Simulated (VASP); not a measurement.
# Li4Nb4O11 (a cell with a defect) in VASP: a series of runs, part 2 of 2

VASP 6.6.1. The steps go on from the part before.

## Step 3: Single point, PBE (atom 18 moved 1.000 of the way to it and +0.175 Å across, host rigid)

Contents of INCAR:

```
  ALGO = Normal
  EDIFF = 1E-6
  ENCUT = 520
  GGA = PE
  ISIF = 2
  ISMEAR = 0
  LASPH = T
  LCHARG = F
  LREAL = Auto
  LWAVE = F
  NBANDS = 80
  NELECT = 128.0
  NELM = 80
  PREC = Accurate
  SIGMA = 0.05
```

Contents of KPOINTS:

```
k-points
0
Gamma
  4 4 4
```

Contents of POSCAR:

```
Li4Nb4O11
1.0
    5.2231019317      0.0000000000      0.0000000000
    0.0000000000      3.0155593063     -4.5984613597
    0.0000000000      6.0311186126      4.5984613597
Li Nb O
4 4 11
Direct
    0.0000000000      0.5000000000      0.2500000000
    0.5000000000      0.0000000000      0.7500000000
    0.0000000000      0.5000000000      0.7500000000
    0.5000000000      0.0000000000      0.2500000000
    0.5000000000      0.5000000000      0.5000000000
    0.0000000000      0.0000000000      0.0000000000
    0.0000000000      0.0000000000      0.5000000000
    0.5000000000      0.5000000000      0.0000000000
    0.8803293659      0.0000000000      0.2500000000
    0.3803293659      0.5000000000      0.7500000000
    0.8098353170      0.6901646830      0.9401646830
    0.8098353170      0.3098353170      0.5598353170
    0.3098353170      0.8098353170      0.0598353170
    0.1196706341      0.0000000000      0.7500000000
    0.6196706341      0.5000000000      0.2500000000
    0.6901646830      0.8098353170      0.5598353170
    0.1901646830      0.3098353170      0.0598353170
    0.3425067243      1.1831101443      0.4401646830
    0.6901646830      0.1901646830      0.9401646830
```

Potentials or basis: VASP PAW PBE potentials, release 64 (Li_sv, Nb_sv, O).

On the command line:

```sh
cat potpaw_PBE.64/Li_sv/POTCAR potpaw_PBE.64/Nb_sv/POTCAR potpaw_PBE.64/O/POTCAR > POTCAR
mpirun -np 1 vasp_std > vasp.out
```

OUTCAR:

```text
EDIFF = 1E-6
   ENCUT = 520
   GGA = PE
   ISIF = 2
   ISMEAR = 0
   LASPH = T
   LREAL = Auto
   NELECT = 128.0
   NELM = 80
   PREC = Accurate

 ion  position               nearest neighbor table
   1  0.000  0.500  0.250-  15 1.99  17 1.99
   2  0.500  0.000  0.750-  14 1.99  16 1.99  19 1.99
   3  0.000  0.500  0.750-  10 1.99  11 1.99  12 1.99
   4  0.500  0.000  0.250-  18 1.89   9 1.99  13 1.99
   5  0.500  0.500  0.500-  18 1.95  12 2.00  16 2.00  10 2.00  15 2.00
   6  0.000  0.000  0.000-  13 2.00  19 2.00  17 2.00  11 2.00   9 2.00  14 2.00
   7  0.000  0.000  0.500-  16 2.00  12 2.00  14 2.00   9 2.00  18 2.12
   8  0.500  0.500  0.000-  11 2.00  17 2.00  13 2.00  19 2.00  10 2.00  15 2.00
   9  0.880  0.000  0.250-   4 1.99   6 2.00   7 2.00
  10  0.380  0.500  0.750-   3 1.99   5 2.00   8 2.00
  11  0.810  0.690  0.940-   3 1.99   8 2.00   6 2.00
  12  0.810  0.310  0.560-   3 1.99   5 2.00   7 2.00
  13  0.310  0.810  0.060-   4 1.99   6 2.00   8 2.00
  14  0.120  0.000  0.750-   2 1.99   6 2.00   7 2.00
  15  0.620  0.500  0.250-   1 1.99   5 2.00   8 2.00
  16  0.690  0.810  0.560-   2 1.99   7 2.00   5 2.00
  17  0.190  0.310  0.060-   1 1.99   8 2.00   6 2.00
  18  0.343  0.183  0.440-   4 1.89   5 1.95   7 2.12
  19  0.690  0.190  0.940-   2 1.99   6 2.00   8 2.00
[... 234 lines left out ...]
      4     -50.6366      2.00000
      5     -40.1622      2.00000
      6     -39.0887      2.00000
[... 1885 lines left out ...]
     75       8.1478      0.00000
     76       8.3457      0.00000

 [... further k-points ...]

 [bands above 76 left out]

------------------------ aborting loop because EDIFF is reached ----------------------------------------

  FORCE on cell =-STRESS in cart. coord.  units (eV):
  Direction    XX          YY          ZZ          XY          YZ          ZX
  --------------------------------------------------------------------------------------
  -------------------------------------------------------------------------------------
  Total      -23.7577882    -22.7916154    -24.4035446      0.0381504     -0.2767100      0.5936466
  in kB     -175.1807644   -168.0565792   -179.9423227      0.2813063     -2.0403526      4.3773209
  external PRESSURE =    -174.3932221 kB  Pullay stress =       0.0000000 kB

 VOLUME and BASIS-vectors are now :
 -----------------------------------------------------------------------------
  energy-cutoff  :      520.00
  volume of cell :      217.29
      direct lattice vectors                 reciprocal lattice vectors
     5.223101932  0.000000000  0.000000000     0.191457110  0.000000000  0.000000000
     0.000000000  3.015559306 -4.598461360     0.000000000  0.110537814 -0.144976029
     0.000000000  6.031118613  4.598461360     0.000000000  0.110537814  0.072488014

 POSITION                                       TOTAL-FORCE (eV/Angst)
 -----------------------------------------------------------------------------------
      0.00000      3.01556     -1.14962        -0.516041     -1.266937     -0.315247
      2.61155      4.52334      3.44885         0.090974      0.464469      0.197414
      0.00000      6.03112      1.14962        -0.170692      0.615284      0.579138
      2.61155      1.50778      1.14962         0.325711     -0.582199     -0.567179
      2.61155      4.52334      0.00000         3.274081     -0.882552      2.956607
      0.00000      0.00000      0.00000        -0.207493     -0.157759     -0.151740
[... 11 lines left out ...]
      1.78895      3.20686      1.18206        -1.912384      0.171408      0.380659
      3.60480      6.24370      3.44885         0.168945      0.096763     -0.062019
 -----------------------------------------------------------------------------------
    total drift:                                0.003743      0.003699     -0.007526

  FREE ENERGIE OF THE ION-ELECTRON SYSTEM (eV)
  ---------------------------------------------------
  free  energy   TOTEN  =      -158.9998981839 eV

  energy  without entropy=     -158.9998981839  energy(sigma->0) =     -158.99989818
```

OSZICAR:

```text
N       E                     dE             d eps       ncg     rms          rms(c)
DAV:   1     0.147717208604E+04    0.14772E+04   -0.67715E+04  5760   0.168E+03
DAV:   2    -0.298357234944E+02   -0.15070E+04   -0.14365E+04  7024   0.601E+02
DAV:   3    -0.184180550365E+03   -0.15434E+03   -0.15272E+03  8480   0.175E+02
DAV:   4    -0.196286096602E+03   -0.12106E+02   -0.12068E+02 10432   0.451E+01
DAV:   5    -0.197318303242E+03   -0.10322E+01   -0.10312E+01  9144   0.942E+00    0.365E+01
DAV:   6    -0.159889720255E+03    0.37429E+02   -0.17516E+02  7688   0.566E+01    0.143E+01
DAV:   7    -0.159273032194E+03    0.61669E+00   -0.18612E+01  8744   0.184E+01    0.678E+00
DAV:   8    -0.159088318345E+03    0.18471E+00   -0.23847E+00  9424   0.716E+00    0.408E+00
DAV:   9    -0.158999462603E+03    0.88856E-01   -0.74363E-01  8328   0.424E+00    0.147E+00
DAV:  10    -0.158999211609E+03    0.25099E-03   -0.79112E-02  7608   0.142E+00    0.579E-01
DAV:  11    -0.158999085937E+03    0.12567E-03   -0.17056E-02  9144   0.657E-01    0.172E-01
DAV:  12    -0.158999767545E+03   -0.68161E-03   -0.28514E-03  8504   0.244E-01    0.818E-02
DAV:  13    -0.158999852824E+03   -0.85279E-04   -0.45383E-04  9216   0.962E-02    0.362E-02
DAV:  14    -0.158999889148E+03   -0.36324E-04   -0.70407E-05  7008   0.430E-02    0.142E-02
DAV:  15    -0.158999896685E+03   -0.75365E-05   -0.21311E-05  8936   0.226E-02    0.841E-03
DAV:  16    -0.158999897927E+03   -0.12417E-05   -0.37455E-06  5664   0.985E-03    0.321E-03
DAV:  17    -0.158999898184E+03   -0.25730E-06   -0.95805E-07  4512   0.590E-03
   1 F= -.15899990E+03 E0= -.15899990E+03  d E =-.344799E-12
```

Run time: 18 min. Hardware: 1 thread of Intel Xeon Platinum 8488C (Sapphire Rapids), shared host; peak memory 0.52 GiB.

Results:

```
Free energy   : -158.9999 eV
Largest force : 4.894 eV/Å
```

Forces on the atoms (eV/Å):
```
Li  -0.516 -1.267 -0.315
Li   0.091  0.464  0.197
Li  -0.171  0.615  0.579
Li   0.326 -0.582 -0.567
Nb   3.274 -0.883  2.957
Nb  -0.207 -0.158 -0.152
Nb  -2.463  3.145 -2.827
Nb   0.173 -0.179  0.013
O    0.902  1.522  1.900
O   -0.263 -1.666 -1.717
O   -0.028  0.147 -0.079
O    0.657 -0.542  0.069
O   -0.147  0.182  0.276
O   -0.011 -2.325 -1.064
O   -0.695  1.769  0.648
O    0.851 -0.617 -0.339
O   -0.029  0.107  0.101
O   -1.912  0.171  0.381
O    0.169  0.097 -0.062
```

Caveat: the cell carries a net charge on a neutralising background, which shifts energy and pressure; the cell differs from its parent crystal (atom 18 moved 1.000 of the way to it and +0.175 Å across, host rigid); the cell is charged against a uniform background, so pressure and absolute levels hang on convention; the cutoff is under 1.25 times the usual one of these potentials, so pressure, stress and relaxed cells hold a basis-set (Pulay) error.

## Step 4: Single point, PBE (atom 18 moved 1.125 of the way to it and -0.350 Å across, host rigid)

Contents of INCAR:

```
SYSTEM = Li4Nb4O11
PREC = Accurate
ENCUT = 520
EDIFF = 1E-7
ISMEAR = 0
SIGMA = 0.05
LREAL = Auto
LASPH = .TRUE.
NELM = 80
ALGO = Normal
ISIF = 2
LWAVE = .FALSE.
LCHARG = .FALSE.
GGA = PE
NBANDS = 80
NELECT = 128.0
```

Contents of KPOINTS:

```
regular mesh
0
G
  4 4 4
  0 0 0
```

POSCAR: that of step 3 with these lines changed.

```diff
@@ -25,3 +25,3 @@
     0.1901646830      0.3098353170      0.0598353170
-    0.3425067243      1.1831101443      0.4401646830
+    0.2594513317      1.2667737603      0.4401646830
     0.6901646830      0.1901646830      0.9401646830
```

On the command line:

```sh
cat potpaw_PBE.64/Li_sv/POTCAR potpaw_PBE.64/Nb_sv/POTCAR potpaw_PBE.64/O/POTCAR > POTCAR
mpirun -np 1 vasp_std > vasp.out
```

It took 21 min on 1 thread of Intel Xeon Platinum 8259CL at 2.50GHz (Skylake/Cascade Lake), shared host; peak memory 0.52 GiB.

It converged, with:

```yaml
Free_energy: -159.0010 eV
Largest_force: 5.213 eV/Å
```

Forces in eV/Å, atoms in the order of the input:
```
Li  -0.313 -1.135 -0.076
Li   0.200  0.593  0.369
Li  -0.091  0.526  0.558
Li   0.279 -0.472 -0.708
Nb   4.334  0.348  2.107
Nb  -0.330 -0.007 -0.142
Nb  -3.506  3.010 -2.413
Nb   0.133 -0.429 -0.061
O    0.794  1.378  1.994
O   -0.038 -1.072 -1.372
O    0.054  0.190 -0.162
O   -0.809 -0.640  0.362
O   -0.123  0.402  0.254
O    0.233 -2.641 -1.321
O   -0.504  1.539  0.693
O    0.636  0.090 -1.355
O   -0.031 -0.055  0.159
O   -1.142 -1.692  1.092
O    0.224  0.067  0.022
```

Levels at points of the mesh, in eV from the Fermi level:
```csv
k point,band 61,band 62,band 63,band 64,band 65,band 66,band 67,band 68
"(0.00, 0.00, 0.00)",-0.89,-0.47,-0.41,-0.33,0.42,1.27,1.54,1.72
"(0.50, 0.00, 0.00)",-1.02,-0.80,-0.41,-0.32,0.74,1.52,1.89,2.28
"(0.00, 0.50, 0.00)",-1.08,-0.84,-0.44,-0.38,1.20,1.29,1.70,2.37
"(0.50, 0.50, 0.00)",-1.03,-0.95,-0.84,-0.82,0.81,1.21,1.52,1.60
"(0.00, 0.00, 0.50)",-0.92,-0.45,-0.37,-0.28,0.34,1.29,2.09,2.32
"(0.50, 0.00, 0.50)",-0.80,-0.63,-0.41,-0.32,0.65,1.82,2.01,2.52
"(0.00, 0.50, 0.50)",-0.85,-0.66,-0.43,-0.38,1.06,1.40,2.04,2.58
"(0.50, 0.50, 0.50)",-0.99,-0.97,-0.93,-0.79,0.81,1.18,2.14,2.20
```

Caveat: the cell carries a net charge on a neutralising background, which shifts energy and pressure; the cell differs from its parent crystal (atom 18 moved 1.125 of the way to it and -0.350 Å across, host rigid); the cell is charged against a uniform background, so pressure and absolute levels hang on convention; the cutoff is under 1.25 times the usual one of these potentials, so pressure, stress and relaxed cells hold a basis-set (Pulay) error.

## Step 5: Single point, PBE (atom 18 moved 1.000 of the way to it and +0.700 Å across, host rigid)

Contents of INCAR:

```
ALGO     = Normal         # electronic algorithm
EDIFF    = 1E-6           # SCF threshold, eV
ENCUT    = 520            # plane-wave cutoff, eV
GGA      = PE             # functional
ISIF     = 2              # what is computed and relaxed
ISMEAR   = 0              # smearing method
LASPH    = True           # aspherical terms in the spheres
LCHARG   = False          # write CHGCAR
LREAL    = Auto         
LWAVE    = False          # write WAVECAR
NBANDS   = 80             # bands
NELECT   = 128.0        
NELM     = 80             # most SCF steps
PREC     = Accurate       # precision mode
SIGMA    = 0.05           # smearing width, eV
```

Contents of KPOINTS:

```
k-points
0
Gamma
  4 4 4
```

POSCAR: that of step 4 with these lines changed.

```diff
@@ -25,3 +25,3 @@
     0.1901646830      0.3098353170      0.0598353170
-    0.2594513317      1.2667737603      0.4401646830
+    0.4405209461      1.1619465283      0.4401646830
     0.6901646830      0.1901646830      0.9401646830
```

On the command line:

```sh
cat potpaw_PBE.64/Li_sv/POTCAR potpaw_PBE.64/Nb_sv/POTCAR potpaw_PBE.64/O/POTCAR > POTCAR
mpirun -np 1 vasp_std > vasp.out
```

It took 16 min on 1 thread of AMD EPYC 7R43 (Zen 3), shared host; peak memory 0.48 GiB.

It converged, with:

* Free energy: -157.2092 eV
* Largest force: 5.138 eV/Å

Forces in eV/Å, atoms in the order of the input:
```
Li  -0.623 -1.264 -0.428
Li   0.101  0.424  0.116
Li  -0.162  0.631  0.572
Li   0.671 -1.959 -0.669
Nb   2.475 -1.512  3.124
Nb  -0.213 -0.227 -0.151
Nb  -3.394  3.217 -2.129
Nb   0.271  0.039  0.152
O    1.411  1.746  1.966
O   -0.374 -1.654 -1.697
O    0.024  0.168 -0.147
O    3.090 -0.261  0.459
O   -0.237  0.175  0.215
O    0.043 -2.492 -1.337
O   -0.647  1.621  0.015
O    2.152 -0.509 -0.402
O   -0.084  0.145  0.165
O   -4.719  1.652  0.201
O    0.216  0.060 -0.026
```

Levels at points of the mesh, in eV from the Fermi level:
```
           k point  band 62  band 63  band 64  band 65  band 66  band 67
(0.00, 0.00, 0.00)    -0.51    -0.48    -0.38     0.23     1.31     1.55
(0.50, 0.00, 0.00)    -0.69    -0.47    -0.39     0.52     1.33     1.56
(0.00, 0.50, 0.00)    -0.75    -0.49    -0.45     1.15     1.24     1.66
(0.50, 0.50, 0.00)    -0.97    -0.96    -0.77     0.45     1.30     1.47
(0.00, 0.00, 0.50)    -0.50    -0.44    -0.34     0.23     1.35     1.89
(0.50, 0.00, 0.50)    -0.68    -0.47    -0.39     0.49     1.30     1.91
(0.00, 0.50, 0.50)    -0.70    -0.48    -0.46     1.00     1.33     1.98
(0.50, 0.50, 0.50)    -1.01    -0.95    -0.86     0.44     1.33     2.07
```

Caveat: the cell carries a net charge on a neutralising background, which shifts energy and pressure; the cell differs from its parent crystal (atom 18 moved 1.000 of the way to it and +0.700 Å across, host rigid); the cell is charged against a uniform background, so pressure and absolute levels hang on convention; the cutoff is under 1.25 times the usual one of these potentials, so pressure, stress and relaxed cells hold a basis-set (Pulay) error.

## Step 6: Single point, PBE (atom 18 moved 0.125 of the way to it and -0.525 Å across, host rigid)

Contents of INCAR:

```
SYSTEM = Li4Nb4O11
PREC = Accurate
ENCUT = 520
EDIFF = 1E-7
ISMEAR = 0
SIGMA = 0.05
LREAL = Auto
LASPH = .TRUE.
NELM = 100
ALGO = Normal
ISIF = 2
LWAVE = .FALSE.
LCHARG = .FALSE.
GGA = PE
NELECT = 128.0
NBANDS = 80
```

Contents of KPOINTS:

```
Automatic mesh
0
G
  4 4 4
  0 0 0
```

POSCAR: that of step 5 with these lines changed.

```diff
@@ -25,3 +25,3 @@
     0.1901646830      0.3098353170      0.0598353170
-    0.4405209461      1.1619465283      0.4401646830
+    0.1071092904      0.7738282990      0.4401646830
     0.6901646830      0.1901646830      0.9401646830
```

Potentials or basis: VASP PAW PBE potentials, release 64 (Li_sv, Nb_sv, O).

On the command line:

```sh
cat potpaw_PBE.64/Li_sv/POTCAR potpaw_PBE.64/Nb_sv/POTCAR potpaw_PBE.64/O/POTCAR > POTCAR
mpirun -np 1 vasp_std > vasp.out
```

Run time: 30 min. Hardware: 1 thread of AMD EPYC 7R43 (Zen 3), shared host; peak memory 0.48 GiB.

The run converged. Its results:

* Free energy: -152.3437 eV
* Largest force: 36.234 eV/Å

Forces on the atoms (eV/Å):
```
Li   -0.505  -0.751  -0.619
Li    0.115   0.645   0.582
Li   -0.276   0.610   0.455
Li    0.694  -1.252  -0.480
Nb    6.153   3.266  -0.619
Nb   -0.367  -0.125   0.108
Nb  -13.621  22.849 -14.878
Nb    0.404  -0.298  -0.179
O    -0.225   0.462  -1.222
O    -0.390  -2.839  -1.727
O    -0.341  -0.035   0.134
O    -4.095   1.920  -3.842
O     0.203   0.133   0.399
O     0.546  -0.442  -0.793
O    -1.303   1.942   1.881
O    -3.106  -1.168   1.267
O     0.273   0.544   0.137
O    16.100 -25.764  19.748
O    -0.258   0.302  -0.350
```

Levels at points of the mesh, in eV from the Fermi level:
```
           k point  band 61  band 62  band 63  band 64  band 65  band 66  band 67  band 68
(0.00, 0.00, 0.00)    -0.91    -0.56    -0.50    -0.39     0.38     0.91     1.42     1.57
(0.50, 0.00, 0.00)    -1.09    -0.56    -0.53    -0.40     0.64     1.35     1.59     1.82
(0.00, 0.50, 0.00)    -1.15    -0.61    -0.53    -0.48     0.94     1.26     1.51     1.83
(0.50, 0.50, 0.00)    -1.09    -0.97    -0.93    -0.86     0.48     0.86     1.41     1.53
(0.00, 0.00, 0.50)    -0.92    -0.55    -0.49    -0.35     0.34     0.90     1.87     2.03
(0.50, 0.00, 0.50)    -0.86    -0.62    -0.52    -0.40     0.57     1.49     1.81     2.11
(0.00, 0.50, 0.50)    -0.89    -0.66    -0.51    -0.49     0.78     1.29     1.86     2.11
(0.50, 0.50, 0.50)    -1.11    -1.00    -0.93    -0.85     0.43     0.90     1.90     2.03
```

Caveat: the cell carries a net charge on a neutralising background, which shifts energy and pressure; the cell differs from its parent crystal (atom 18 moved 0.125 of the way to it and -0.525 Å across, host rigid); the cell is charged against a uniform background, so pressure and absolute levels hang on convention; the cutoff is under 1.25 times the usual one of these potentials, so pressure, stress and relaxed cells hold a basis-set (Pulay) error.
